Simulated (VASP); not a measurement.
# CaO in VASP: notebook, part 2 of 2

VASP 6.6.1.

## (3) Single point, r2SCAN (epitaxial 111 strain +1.5%)

Input file POSCAR:

```
CaO
1.0
   -0.0389607241      2.3955116665      2.3955116665
    2.3955116665     -0.0389607241      2.3955116665
    2.3955116665      2.3955116665     -0.0389607241
Ca O
1 1
Direct
    0.0000000000      0.0000000000      0.0000000000
    0.5000000000      0.5000000000      0.5000000000
```

Input file INCAR.step1:

```
SYSTEM = CaO
PREC = Accurate
ENCUT = 520
ISMEAR = 0
SIGMA = 0.01
LREAL = .FALSE.
LASPH = .TRUE.
NELM = 80
NBANDS = 15
GGA = PE
ALGO = Normal
EDIFF = 1E-4
LWAVE = .TRUE.
LCHARG = .FALSE.
```

Input file INCAR.step2:

```
SYSTEM = CaO
PREC = Accurate
ENCUT = 520
EDIFF = 1E-6
ISMEAR = 0
SIGMA = 0.01
LREAL = .FALSE.
LASPH = .TRUE.
NELM = 80
ALGO = Normal
ISIF = 2
LWAVE = .FALSE.
LCHARG = .FALSE.
METAGGA = R2SCAN
LMIXTAU = .TRUE.
NBANDS = 15
ISTART = 1
```

Input file KPOINTS:

```
regular mesh
0
G
  10 10 10
  0 0 0
```

Potentials or basis: VASP PAW PBE potentials, release 64 (Ca_sv, O).

Launch:

```console
$ cat potpaw_PBE.64/Ca_sv/POTCAR potpaw_PBE.64/O/POTCAR > POTCAR
$ cp INCAR.step1 INCAR
$ mpirun -np 1 vasp_std > vasp.out
$ cp INCAR.step2 INCAR
$ mpirun -np 1 vasp_std > vasp.out
```

OUTCAR:

```text
SYSTEM = CaO
   PREC = Accurate
   ENCUT = 520
   EDIFF = 1E-6
   ISMEAR = 0
   LREAL = .FALSE.
   LASPH = .TRUE.
   NELM = 80
   ISIF = 2
   METAGGA = R2SCAN
   ISTART = 1

 ion  position               nearest neighbor table
   1  0.000  0.000  0.000-   2 2.42   2 2.42   2 2.42   2 2.42   2 2.42   2 2.42
   2  0.500  0.500  0.500-   1 2.42   1 2.42   1 2.42   1 2.42   1 2.42   1 2.42

  LATTYP: Found a trigonal (rhomboedric) cell.
 ALAT       =     3.3879891125
 COS(alpha) =     0.4836719786

  Lattice vectors:

 A1 = (  -0.0389607241,   2.3955116665,   2.3955116665)
 A2 = (   2.3955116665,  -0.0389607241,   2.3955116665)
 A3 = (   2.3955116665,   2.3955116665,  -0.0389607241)

Analysis of symmetry for initial positions (statically):
=====================================================================
 Subroutine PRICEL returns:
 Original cell was already a primitive cell.

 Routine SETGRP: Setting up the symmetry group for a
 trigonal (rhombohedral) supercell.

 Subroutine GETGRP returns: Found 12 space group operations
 (whereof 12 operations were pure point group operations)
 out of a pool of 12 trial point group operations.

The static configuration has the point symmetry D_3d.

Analysis of symmetry for dynamics (positions and initial velocities):
=====================================================================
 Subroutine PRICEL returns:
 Original cell was already a primitive cell.

 Routine SETGRP: Setting up the symmetry group for a
 trigonal (rhombohedral) supercell.

 Subroutine GETGRP returns: Found 12 space group operations
 (whereof 12 operations were pure point group operations)
 out of a pool of 12 trial point group operations.

The dynamic configuration has the point symmetry D_3d.

 Subroutine INISYM returns: Found 12 space group operations
 (whereof 12 operations are pure point group operations),
 and found     1 'primitive' translations

----------------------------------------------------------------------------------------

[... 122 lines left out ...]
   LRPA    =     F    only Hartree local field effects (RPA)
 non-spin polarized calculation
 Gauss-broadening in eV      SIGMA  =   0.01
  energy-cutoff  :      520.00
  volume of cell :       28.16
 maximum number of plane-waves:       771
 NGX is ok and might be reduce to    28
   NGX = 13   NGY = 13   NGZ = 13

 number of electron      16.0000000 magnetization

 Free energy of the ion-electron system (eV)
  ---------------------------------------------------
  ext. energy  EPLUGINS =         0.00000000
  ---------------------------------------------------
  free energy    TOTEN  =       -19.44770766 eV

  energy without entropy =      -19.44770766  energy(sigma->0) =      -19.44770766

 E-fermi :   2.1702     XC(G=0): -10.9986

 val. band max:        1.9909622272   @ k =   0.0000   0.0000   0.0000
 cond. band min:       6.1254135939   @ k =   0.5000   0.5000  -0.0000
 fundamental gap:      4.1344513667
 Fermi energy:         2.1702003564

 k-point     1 :       0.0000    0.0000    0.0000
  band No.  band energies     occupation
      1     -37.1871      2.00000
      2     -17.0891      2.00000
      3     -17.0878      2.00000
      4     -17.0878      2.00000
      5     -14.5091      2.00000
      6       1.9113      2.00000
      7       1.9113      2.00000
      8       1.9910      2.00000
      9       7.2332      0.00000
     10       8.6633      0.00000
     11       8.6633      0.00000
     12       8.9248      0.00000
     13      10.3258      0.00000
     14      10.3258      0.00000
[... 401 lines left out ...]
      2     -17.7292      2.00000
      3     -17.2800      2.00000
      4     -17.2447      2.00000
      5     -13.9882      2.00000
      6       0.2812      2.00000
      7       1.3639      2.00000
      8       1.5285      2.00000
      9       6.7892      0.00000
     10      10.1983      0.00000
     11      11.3464      0.00000
     12      11.3833      0.00000
     13      11.5710      0.00000
     14      13.4288      0.00000
     15      18.3696      0.00000

 [... further k-points ...]

------------------------ aborting loop because EDIFF is reached ----------------------------------------

  FORCE on cell =-STRESS in cart. coord.  units (eV):
  Direction    XX          YY          ZZ          XY          YZ          ZX
  --------------------------------------------------------------------------------------
  -------------------------------------------------------------------------------------
  Total       -0.2619247     -0.2619247     -0.2619247      0.2124961      0.2124961      0.2124961
  in kB      -14.9003076    -14.9003076    -14.9003076     12.0884244     12.0884244     12.0884244
  external PRESSURE =     -14.9003076 kB  Pullay stress =       0.0000000 kB

 VOLUME and BASIS-vectors are now :
 -----------------------------------------------------------------------------
  energy-cutoff  :      520.00
  volume of cell :       28.16
      direct lattice vectors                 reciprocal lattice vectors
    -0.038960724  2.395511667  2.395511667    -0.203699435  0.207067187  0.207067187
     2.395511667 -0.038960724  2.395511667     0.207067187 -0.203699435  0.207067187
     2.395511667  2.395511667 -0.038960724     0.207067187  0.207067187 -0.203699435

 POSITION                                       TOTAL-FORCE (eV/Angst)
 -----------------------------------------------------------------------------------
      0.00000      0.00000      0.00000        -0.000000      0.000000     -0.000000
      2.37603      2.37603      2.37603         0.000000     -0.000000      0.000000
 -----------------------------------------------------------------------------------
    total drift:                                0.000000      0.000000      0.000000

  FREE ENERGIE OF THE ION-ELECTRON SYSTEM (eV)
  ---------------------------------------------------
  free  energy   TOTEN  =       -19.4477076648 eV

  energy  without entropy=      -19.4477076648  energy(sigma->0) =      -19.44770766
```

OUTCAR.step1:

```text
SYSTEM = CaO
   PREC = Accurate
   ENCUT = 520
   ISMEAR = 0
   LREAL = .FALSE.
   LASPH = .TRUE.
[... 655 lines left out ...]
      0.00000      0.00000      0.00000         0.000000     -0.000000      0.000000
      2.37603      2.37603      2.37603        -0.000000      0.000000     -0.000000
 -----------------------------------------------------------------------------------
    total drift:                                0.000000      0.000000      0.000000

  FREE ENERGIE OF THE ION-ELECTRON SYSTEM (eV)
  ---------------------------------------------------
  free  energy   TOTEN  =       -12.8001729378 eV

  energy  without entropy=      -12.8001729378  energy(sigma->0) =      -12.80017294
```

OSZICAR.step1:

```text
N       E                     dE             d eps       ncg     rms          rms(c)
DAV:   1     0.125717086936E+03    0.12572E+03   -0.83840E+03  3480   0.109E+03
DAV:   2    -0.904284065537E+01   -0.13476E+03   -0.12517E+03  4383   0.288E+02
DAV:   3    -0.143712242588E+02   -0.53284E+01   -0.52952E+01  4181   0.596E+01
DAV:   4    -0.145092473872E+02   -0.13802E+00   -0.13795E+00  4898   0.868E+00
DAV:   5    -0.145109757596E+02   -0.17284E-02   -0.17283E-02  4111   0.851E-01    0.856E+00
DAV:   6    -0.128801929499E+02    0.16308E+01   -0.51597E+00  3951   0.220E+01    0.363E+00
DAV:   7    -0.128035664285E+02    0.76627E-01   -0.41404E-01  3858   0.661E+00    0.181E+00
DAV:   8    -0.128009485879E+02    0.26178E-02   -0.76326E-02  4523   0.298E+00    0.417E-01
DAV:   9    -0.127995208470E+02    0.14277E-02   -0.45280E-03  3585   0.557E-01    0.110E-01
DAV:  10    -0.128001978883E+02   -0.67704E-03   -0.74521E-04  4418   0.245E-01    0.443E-02
DAV:  11    -0.128001729378E+02    0.24951E-04   -0.40883E-05  2944   0.829E-02
   1 F= -.12800173E+02 E0= -.12800173E+02  d E =-.939608E-24
```

Run time: 1.9 min. Hardware: 1 thread of Intel Xeon Platinum 8559C (Emerald Rapids), shared host; peak memory 0.19 GiB.

Results:

```yaml
Free_energy: -19.4477 eV
Pressure: -1.5 GPa
Band_gap_on_the_k_mesh: 4.13 eV (least direct gap 4.53 eV)
```

Caveat: the cell differs from its parent crystal (epitaxial 111 strain +1.5%); the PAW data sets were made with another functional, which shifts forces and pressure a little.
